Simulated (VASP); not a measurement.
# Fe (Fd-3m) in VASP: further runs, part 2 of 2

VASP 6.6.1. The steps go on from the part before.

## Step 4: Single point, PBE (volume scaled by 0.88)

Contents of INCAR:

```
ALGO     = Normal         # electronic algorithm
EDIFF    = 1E-6           # SCF threshold, eV
ENCUT    = 520            # plane-wave cutoff, eV
GGA      = PE             # functional
ISIF     = 2              # what is computed and relaxed
ISMEAR   = -1             # smearing method
LASPH    = True           # aspherical terms in the spheres
LCHARG   = False          # write CHGCAR
LREAL    = False          # projectors in reciprocal space
LWAVE    = False          # write WAVECAR
NBANDS   = 15             # bands
NELM     = 60             # most SCF steps
PREC     = Accurate       # precision mode
SIGMA    = 0.1            # smearing width, eV
```

Contents of KPOINTS:

```
k-points
0
Gamma
  13 13 13
```

Contents of POSCAR:

```
Fe
1.0
    0.0000000000      2.3361040874      2.3361040874
    2.3361040874      0.0000000000      2.3361040874
    2.3361040874      2.3361040874      0.0000000000
Fe
2
Direct
    0.1250000000      0.1250000000      0.1250000000
    0.8750000000      0.8750000000      0.8750000000
```

Potentials or basis: VASP PAW PBE potentials, release 64 (Fe).

Run with:

```console
$ cat potpaw_PBE.64/Fe/POTCAR > POTCAR
$ mpirun -np 1 vasp_std > vasp.out
```

OUTCAR:

```text
EDIFF = 1E-6
   ENCUT = 520
   GGA = PE
   ISIF = 2
   ISMEAR = -1
   LASPH = True
   LREAL = False
   NELM = 60
   PREC = Accurate

 ion  position               nearest neighbor table
   1  0.125  0.125  0.125-   2 2.02   2 2.02   2 2.02   2 2.02
   2  0.875  0.875  0.875-   1 2.02   1 2.02   1 2.02   1 2.02

  LATTYP: Found a face centered cubic cell.
 ALAT       =     4.6722081748

  Lattice vectors:

 A1 = (   0.0000000000,   2.3361040874,   2.3361040874)
 A2 = (   2.3361040874,   0.0000000000,   2.3361040874)
 A3 = (   2.3361040874,   2.3361040874,   0.0000000000)

Analysis of symmetry for initial positions (statically):
=====================================================================
 Subroutine PRICEL returns:
 Original cell was already a primitive cell.

 Routine SETGRP: Setting up the symmetry group for a
 face centered cubic supercell.

 Subroutine GETGRP returns: Found 48 space group operations
 (whereof 12 operations were pure point group operations)
 out of a pool of 48 trial point group operations.

The static configuration has the point symmetry D_3d.
 The point group associated with its full space group is O_h .

Analysis of symmetry for dynamics (positions and initial velocities):
=====================================================================
 Subroutine PRICEL returns:
 Original cell was already a primitive cell.

 Routine SETGRP: Setting up the symmetry group for a
 face centered cubic supercell.

 Subroutine GETGRP returns: Found 48 space group operations
 (whereof 12 operations were pure point group operations)
 out of a pool of 48 trial point group operations.

The dynamic configuration has the point symmetry D_3d.
 The point group associated with its full space group is O_h .

 Subroutine INISYM returns: Found 48 space group operations
 (whereof 12 operations are pure point group operations),
 and found     1 'primitive' translations

[... 117 lines left out ...]
  Thomas-Fermi vector in A             =   2.524412
   LORBIT       =      0    0 simple, 1 ext, 2 COOP (PROOUT), +10 PAW based schemes
   GGA     = PE    functional components
   LHFCALC =     F    Hartree Fock is set to
   AEXX    =    0.0000 exact exchange contribution
   IVDW    =     0    specifies the selected vdW correction
   LEPSILON=     F    determine dielectric tensor
   LRPA    =     F    only Hartree local field effects (RPA)
 non-spin polarized calculation
  energy-cutoff  :      520.00
  volume of cell :       25.50
 maximum number of plane-waves:       701
 NGX is ok and might be reduce to    28
   NGX = 13   NGY = 13   NGZ = 13

 number of electron      16.0000003 magnetization

 Free energy of the ion-electron system (eV)
  ---------------------------------------------------
  ext. energy  EPLUGINS =         0.00000000
  ---------------------------------------------------
  free energy    TOTEN  =       -13.82805445 eV

  energy without entropy =      -13.75655254  energy(sigma->0) =      -13.79230350

 E-fermi :   4.7504     XC(G=0): -12.1775

 val. band max:        4.7155169399   @ k =   0.3846   0.3846   0.0000
 cond. band min:       4.7529462015   @ k =   0.3846   0.0000   0.0000
 fundamental gap:      0.0374292616
 Fermi energy:         4.7504157506

 k-point     1 :       0.0000    0.0000    0.0000
  band No.  band energies     occupation
      1      -2.5338      2.00000
      2       1.4796      2.00000
      3       1.4796      2.00000
      4       1.9402      2.00000
      5       1.9402      2.00000
      6       1.9402      2.00000
      7       4.2854      1.98106
      8       4.2854      1.98106
      9       4.2854      1.98106
     10       6.2354      0.00000
     11       6.2354      0.00000
     12      20.2915      0.00000
     13      20.2915      0.00000
     14      20.2915      0.00000
[... 401 lines left out ...]
      2       0.9020      2.00000
      3       1.8095      2.00000
      4       2.0374      2.00000
      5       2.1040      2.00000
      6       2.6826      2.00000
      7       3.3646      2.00000
      8       4.8455      0.55742
      9       4.9139      0.32645
     10       5.8276      0.00004
     11       6.2652      0.00000
     12       8.5561      0.00000
     13      14.5057      0.00000
     14      14.6041      0.00000
     15      17.5590      0.00000

 [... further k-points ...]
[... 5 lines left out ...]
  --------------------------------------------------------------------------------------
  -------------------------------------------------------------------------------------
  Total        3.6617069      3.6617069      3.6617069      0.0000000      0.0000000      0.0000000
  in kB      230.0846218    230.0846218    230.0846218      0.0000000      0.0000000      0.0000000
  external PRESSURE =     230.0846218 kB  Pullay stress =       0.0000000 kB

 VOLUME and BASIS-vectors are now :
 -----------------------------------------------------------------------------
  energy-cutoff  :      520.00
  volume of cell :       25.50
      direct lattice vectors                 reciprocal lattice vectors
     0.000000000  2.336104087  2.336104087    -0.214031559  0.214031559  0.214031559
     2.336104087  0.000000000  2.336104087     0.214031559 -0.214031559  0.214031559
     2.336104087  2.336104087  0.000000000     0.214031559  0.214031559 -0.214031559

 POSITION                                       TOTAL-FORCE (eV/Angst)
 -----------------------------------------------------------------------------------
      0.58403      0.58403      0.58403         0.000000      0.000000     -0.000000
      4.08818      4.08818      4.08818        -0.000000     -0.000000      0.000000
 -----------------------------------------------------------------------------------
    total drift:                                0.000000     -0.000000     -0.000000

  FREE ENERGIE OF THE ION-ELECTRON SYSTEM (eV)
  ---------------------------------------------------
  free  energy   TOTEN  =       -13.8280544529 eV

  energy  without entropy=      -13.7565525393  energy(sigma->0) =      -13.79230350
```

OSZICAR:

```text
N       E                     dE             d eps       ncg     rms          rms(c)
DAV:   1     0.816068322108E+02    0.81607E+02   -0.71952E+03  2552   0.135E+03
DAV:   2    -0.130448737042E+02   -0.94652E+02   -0.81846E+02  2527   0.237E+02
DAV:   3    -0.151672853199E+02   -0.21224E+01   -0.20585E+01  2933   0.522E+01
DAV:   4    -0.151826109713E+02   -0.15326E-01   -0.15323E-01  2926   0.384E+00
DAV:   5    -0.151828644068E+02   -0.25344E-03   -0.25343E-03  2996   0.491E-01    0.124E+01
DAV:   6    -0.140147191445E+02    0.11681E+01   -0.65245E+00  2940   0.507E+01    0.210E+00
DAV:   7    -0.138523419549E+02    0.16238E+00   -0.61679E-01  3066   0.154E+01    0.166E+00
DAV:   8    -0.138285492578E+02    0.23793E-01   -0.10604E-02  3478   0.163E+00    0.288E-01
DAV:   9    -0.138280720989E+02    0.47716E-03   -0.70473E-04  2733   0.225E-01    0.438E-02
DAV:  10    -0.138280571694E+02    0.14930E-04   -0.21327E-05  3082   0.772E-02    0.742E-03
DAV:  11    -0.138280539770E+02    0.31924E-05   -0.14306E-06  2376   0.146E-02    0.101E-03
DAV:  12    -0.138280544529E+02   -0.47592E-06   -0.61030E-08  1323   0.277E-03
   1 F= -.13828054E+02 E0= -.13792303E+02  d E =-.715019E-01
```

stdout:

```text
POSCAR found type information on POSCAR Fe
 POSCAR found :  1 types and       2 ions
 scaLAPACK will be used
 LDA part: xc-table for (Slater+PW92), standard interpolation
 POSCAR, INCAR and KPOINTS ok, starting setup
 FFT: planning ... GRIDC
 FFT: planning ... GRID_SOFT
 FFT: planning ... GRID
 WAVECAR not read
 entering main loop
```

It took 31 s on 1 thread of Intel Xeon 6975P-C, shared host; peak memory 0.17 GiB.

Results:

| Item | Value |
| --- | --- |
| Free energy | -13.8281 eV |
| Pressure | 23.0 GPa |
| Band gap on the k mesh | zero (band 8 reaches 5.18 eV, above the bottom of band 9 at 4.26 eV) |

Caveat: the run has no spin polarisation, though such a crystal can be magnetic. Spin polarisation is off, so any magnetic state and its effect on volume and gap are missing.

## Step 5: Single point, PBE (volume scaled by 0.92)

Contents of INCAR:

```
SYSTEM = Fe
ALGO = Normal
EDIFF = 1E-6
ENCUT = 520
GGA = PE
ISIF = 2
ISMEAR = -1
LASPH = .TRUE.
LCHARG = .FALSE.
LREAL = .FALSE.
LWAVE = .FALSE.
NBANDS = 15
NELM = 60
PREC = Accurate
SIGMA = 0.1
```

Contents of KPOINTS:

```
k-points
0
G
  13 13 13
  0 0 0
```

Contents of POSCAR:

```
Fe
1.0
    0.0000000000      2.3709764539      2.3709764539
    2.3709764539      0.0000000000      2.3709764539
    2.3709764539      2.3709764539      0.0000000000
Fe
2
Direct
    0.1250000000      0.1250000000      0.1250000000
    0.8750000000      0.8750000000      0.8750000000
```

Run with:

```console
$ cat potpaw_PBE.64/Fe/POTCAR > POTCAR
$ mpirun -np 1 vasp_std > vasp.out
```

It used 26 s of CPU time on 1 thread of Intel Xeon 6975P-C, on a shared host.

It converged, with:

* Free energy: -13.9572 eV
* Pressure: 13.1 GPa
* Band gap on the k mesh: zero (band 8 reaches 4.74 eV, above the bottom of band 9 at 3.87 eV)

Levels at points of the mesh, in eV from the Fermi level:
```tsv
k point	band 6	band 7	band 8	band 9	band 10	band 11
(0.00, 0.00, 0.00)	-2.68	-0.44	-0.44	-0.44	1.39	1.39
```

Caveat: the run has no spin polarisation, though such a crystal can be magnetic. Spin polarisation is off, so any magnetic state and its effect on volume and gap are missing.

## Step 6: Summary

| cell | k mesh | gap on the mesh (eV) | pressure (GPa) |
| --- | --- | --- | --- |
| a = 3.448 Å, angles 60.0°, 2 atoms | 11 × 11 × 11 | none | -1.4 |
| a = 3.304 Å, angles 60.0°, 2 atoms | 13 × 13 × 13 | none | 23.0 |
| a = 3.353 Å, angles 60.0°, 2 atoms | 13 × 13 × 13 | none | 13.1 |

Alike in all rows: task single point; level PBE; potentials or basis VASP PAW PBE potentials, release 64 (Fe); no spin polarisation; cutoff (eV) 520; smearing fermi-dirac 0.1 eV.

Caveats: the run has no spin polarisation, though such a crystal can be magnetic.

Absolute energies hang on the potentials; compare differences alone.
